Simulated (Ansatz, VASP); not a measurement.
## Two plane-wave programs on Si

File POSCAR:

```
Si
1.0
    3.9057500000      0.0000000000      0.0000000000
   -1.9528700000      3.3824800000      0.0000000000
    0.0000000000      0.0000000000      4.1166600000
Si
3
Direct
    0.0000000000      0.5000000000      0.3333300000
    0.5000000000      0.5000000000      0.6666700000
    0.5000000000      0.0000000000      0.0000000000
```

INCAR.step1

```
  ALGO = Normal
  EDIFF = 1E-5
  ENCUT = 520
  GGA = PE
  ISIF = 2
  ISMEAR = -1
  LASPH = True
  LREAL = False
  LWAVE = True
  NBANDS = 13
  NELM = 60
  PREC = Accurate
  SIGMA = 0.05
```

File INCAR.step2:

```
  AEXX = 0.1
  ALGO = Normal
  EDIFF = 1E-7
  ENCUT = 520
  GGA = PE
  HFSCREEN = 0.2
  ISIF = 2
  ISMEAR = -1
  ISTART = 1
  LASPH = True
  LCHARG = True
  LELF = True
  LHFCALC = True
  LREAL = False
  LVHAR = True
  LWAVE = False
  NBANDS = 13
  NELM = 60
  PREC = Accurate
  PRECFOCK = Normal
  SIGMA = 0.05
```

The input KPOINTS:

```
k-points
0
Gamma
  4 4 4
```

File input:

```
crystal:
  lattice:
    - [3.90575, 0.0, 0.0]
    - [-1.95287, 3.38248, 0.0]
    - [0.0, 0.0, 4.11666]
  atoms:
    - { symbol: Si, position: [0.0, 0.5, 0.33333] }
    - { symbol: Si, position: [0.5, 0.5, 0.66667] }
    - { symbol: Si, position: [0.5, 0.0, 0.0] }
hamiltonian:
  xc: { exchange: pbe, correlation: pbe, exx: { coeff: 0.1, omega: 0.2 } }
  pseudopotentials: { kind: paw }
kpoints:
  mp_grid: { grid: [4, 4, 4] }
scf:
  occupations: { method: fermi_dirac, width: 0.05 }
output:
  forces: true
  stress: true
  eigenvalues: true
  write_density: true
  write_potential: true
  elf: true
  volumetric_format: npy
```

Alike in both runs: task single point; functional PBE-based screened hybrid with a share of 0.1 of exact exchange and HFSCREEN = 0.2; k mesh 4 × 4 × 4; occupations fermi-dirac, width 0.05 eV; no spin polarisation.

|  | VASP | Ansatz |
| --- | --- | --- |
| version | VASP 6.6.1 | Ansatz 0.2.0 |
| potentials or method | VASP PAW PBE potentials, release 64 (Si) | Ansatz PAW |
| plane-wave cutoff (eV) | 520 | 420 |
| valence electrons in the cell | 12 | 12 |

Ansatz gave:

- gap on the k mesh at the Fermi level (eV): none
- pressure (GPa): -1.1
- traceless stress, the component that is largest in VASP (GPa): -1.32

Question: Estimate VASP's values.

Answer: gap on the k mesh at the Fermi level (eV): none; pressure (GPa): -1.3; traceless stress, the component that is largest in VASP (GPa): -1.30.

VASP's potentials were made for PBE, not for PBE-based screened hybrid. A gap of «none» marks a metal or a gap that the smearing closes. With one functional, cell and mesh, what is left measures potentials, basis and numerics.

The k mesh is coarse, so the values compare programs but aren't converged.
